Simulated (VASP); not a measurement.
Wanted: the native input for a VASP 6.6.1 run.

| Property | Result |
| --- | --- |
| Task | single point |
| Functional | PBE |
| Potentials or basis | VASP PAW PBE potentials, release 64 (Cs_sv, Cl) |
| Cutoff | 500 eV |
| k mesh | 6 × 6 × 6 |
| Occupations | fermi-dirac, width 0.03 eV |
| Spin | no spin polarisation |
| Dipole correction | no |
| Further INCAR settings | ALGO = Normal; EDIFF = 1e-06; NBANDS = 15 |

The structure of CsCl lies in POSCAR:

```
CsCl
1.0
    4.1906021792      0.0000000000      0.0000000000
    0.0000000000      4.1906021792      0.0000000000
    0.0000000000      0.0000000000      4.1906021792
Cs Cl
1 1
Direct
    0.0000000000      0.0000000000      0.0000000000
    0.5000000000      0.5000000000      0.5000000000
```

This cell differs from its parent crystal: volume scaled by 1.05.

These files were run (other wordings do the same):

INCAR

```
SYSTEM = CsCl
  PREC = Accurate
  ENCUT = 500
  EDIFF = 1E-6
  ISMEAR = -1
  SIGMA = 0.03
  LREAL = .False.
  LASPH = .True.
  NELM = 120
  ALGO = Normal
  ISIF = 2
  LWAVE = .False.
  LCHARG = .False.
  GGA = PE
  NBANDS = 15
  GGA_COMPAT = .False.
```

KPOINTS

```
regular mesh
0
Gamma
  6 6 6
  0 0 0
```

Potentials or basis: VASP PAW PBE potentials, release 64 (Cs_sv, Cl).

Run with:

```bash
$ cat potpaw_PBE.64/Cs_sv/POTCAR potpaw_PBE.64/Cl/POTCAR > POTCAR
$ mpirun -np 1 vasp_std > vasp.out
```

Results of the run:

```json
{
  "Pressure": "0.2 GPa",
  "Band gap on the k mesh": "5.04 eV, direct"
}
```

Caveat: spin-orbit coupling is left out, which moves the levels of the heavy elements.

It took 11 s on 1 thread of Intel(R) Xeon(R) Platinum 8259CL CPU @ 2.50GHz (Skylake/Cascade Lake), on a shared host, peak memory 0.18 GiB.
